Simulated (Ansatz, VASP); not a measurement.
# Two plane-wave programs on BN

The input INCAR:

```
PREC     = Accurate       # precision mode
ENCUT    = 520            # plane-wave cutoff, eV
EDIFF    = 1E-7           # SCF threshold, eV
ISMEAR   = 0              # smearing method
SIGMA    = 0.05           # smearing width, eV
LREAL    = False          # projectors in reciprocal space
LASPH    = True           # aspherical terms in the spheres
NELM     = 60             # most SCF steps
ALGO     = Normal         # electronic algorithm
ISIF     = 2              # what is computed and relaxed
LWAVE    = False          # write WAVECAR
LCHARG   = False          # write CHGCAR
GGA      = PE             # functional
NBANDS   = 16             # bands
```

KPOINTS

```
Automatic mesh
0
Gamma
  12 12 4
```

The input POSCAR:

```
BN
1.0
    2.5039917043      0.0000000000      0.0000000000
   -1.2519958522      2.1685204268      0.0000000000
    0.0000000000      0.0000000000      6.6612000000
B N
2 2
Direct
    0.3333333333      0.6666666667      0.2500000000
    0.6666666667      0.3333333333      0.7500000000
    0.3640916325      0.6820458162      0.7500000000
    0.6666666667      0.3333333333      0.2500000000
```

Input for Ansatz:

```yaml
crystal:
  lattice:
    - [2.5039917043, 0.0, 0.0]
    - [-1.2519958522, 2.1685204268, 0.0]
    - [0.0, 0.0, 6.6612]
  atoms:
    - { symbol: B, position: [0.3333333333, 0.6666666667, 0.25] }
    - { symbol: B, position: [0.6666666667, 0.3333333333, 0.75] }
    - { symbol: "N", position: [0.3640916325, 0.6820458162, 0.75] }
    - { symbol: "N", position: [0.6666666667, 0.3333333333, 0.25] }
basis:
  ecutwfc: 420
kpoints:
  mp_grid: { grid: [12, 12, 4] }
hamiltonian:
  xc: pbe
scf:
  occupations: { method: gaussian, width: 0.05 }
output:
  forces: true
  stress: true
  eigenvalues: true
```

Alike in both runs: task single point; functional PBE; k mesh 12 × 12 × 4; occupations gaussian, width 0.05 eV; no spin polarisation.

|  | VASP | Ansatz |
| --- | --- | --- |
| version | VASP 6.6.1 | Ansatz 0.2.0 |
| potentials or method | VASP PAW PBE potentials, release 64 (B, N), cutoff 520 eV | scalar-relativistic, plane waves, PAW |
| valence electrons in the cell | 16 | 16 |

Ansatz gave:

| Item | Value |
| --- | --- |
| gap on the k mesh at the Fermi level (eV) | 4.24 |
| least direct gap on the mesh (eV) | 4.65 |
| pressure (GPa) | 4.1 |
| traceless stress, the component that is largest in VASP (GPa) | -3.03 |
| rms of the force components (eV/Å) | 1.015 |

Question: What did VASP give for the same quantities?

Answer: gap on the k mesh at the Fermi level (eV): 4.23; least direct gap on the mesh (eV): 4.64; pressure (GPa): 4.2; traceless stress, the component that is largest in VASP (GPa): -3.04; rms of the force components (eV/Å): 1.012.

Atom by atom the forces differ by 0.003 eV/Å (rms over components).
